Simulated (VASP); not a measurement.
The system is InSb.

```
In Sb
1.0
     0.00000    3.23910    3.23910
     3.23910    0.00000    3.23910
     3.23910    3.23910    0.00000
In Sb
1 1
Direct
  0.00000 0.00000 0.00000
  0.75000 0.75000 0.75000
```

| Property | Result |
| --- | --- |
| Program | VASP 6.6.1 |
| Task | relaxation of cell and atoms |
| Functional | r2SCAN |
| Potentials or basis | VASP PAW PBE potentials, release 64 (In_d, Sb) |
| Cutoff | 600 eV |
| k mesh | 12 × 12 × 12 |
| Occupations | fermi-dirac, width 0.05 eV |
| Spin | no spin polarisation |

At the start: pressure 1.7 GPa; volume 33.98 Å³/atom.

Q: How do energy, volume and symmetry change on relaxing?

A: Over 3 steps the energy falls by 6.5 meV/atom and the volume is 35.24 Å³/atom (+3.7 %); space group F-43m (No. 216, to 0.1 Å) before and after.

The path:
```
step  energy change (eV)  largest force (eV/Å)  pressure (GPa)  volume (Å³)
   1              0.0000                0.0000            1.72        67.97
   2             -0.0106                0.0000           -0.67        71.62
   3             -0.0130                0.0000            0.00        70.48
```

Final structure:
```xyz
2
Lattice="0.0000 3.2785 3.2785 3.2785 0.0000 3.2785 3.2785 3.2785 0.0000" Properties=species:S:1:pos:R:3 pbc="T T T"
In    0.0000    0.0000    0.0000
Sb    4.9177    4.9177    4.9177
```

Caveat: the PAW data sets were made with another functional, which shifts forces and pressure a little.
